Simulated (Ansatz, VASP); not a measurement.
**One calculation of Ta, two programs**

```
CELL_PARAMETERS angstrom
0.00000 3.02814 3.02814
3.02814 0.00000 3.02814
3.02814 3.02814 0.00000
ATOMIC_POSITIONS crystal
Ta 0.00000 0.00000 0.00000
Ta 0.25000 0.25000 0.25000
```

Alike in both runs: functional r2SCAN; k mesh 16 × 16 × 16; occupations gaussian, width 0.1 eV; no spin polarisation.

Ansatz relaxed the structure, and its values are those at the end. VASP's run is a single point on that final structure, the one shown.

|  | VASP | Ansatz |
| --- | --- | --- |
| version | VASP 6.6.1 | Ansatz 0.2.0 |
| potentials or method | VASP PAW PBE potentials, release 64 (Ta_pv), cutoff 520 eV | scalar-relativistic, plane waves, PAW |
| valence electrons in the cell | 22 | 26 |

Ansatz gave:

| Property | Result |
| --- | --- |
| gap on the k mesh at the Fermi level (eV) | none |
| pressure (GPa) | 0.0 |

**Question.** Estimate VASP's values.

**Answer.** gap on the k mesh at the Fermi level (eV): none; pressure (GPa): 0.3.

VASP's potentials were made for PBE, not for r2SCAN. A gap of «none» marks a metal or a gap that the smearing closes. VASP's potentials hold 22 valence electrons a cell and Ansatz's 26, so a difference there can come from the potentials and not from the codes.

Spin-orbit coupling is off throughout.
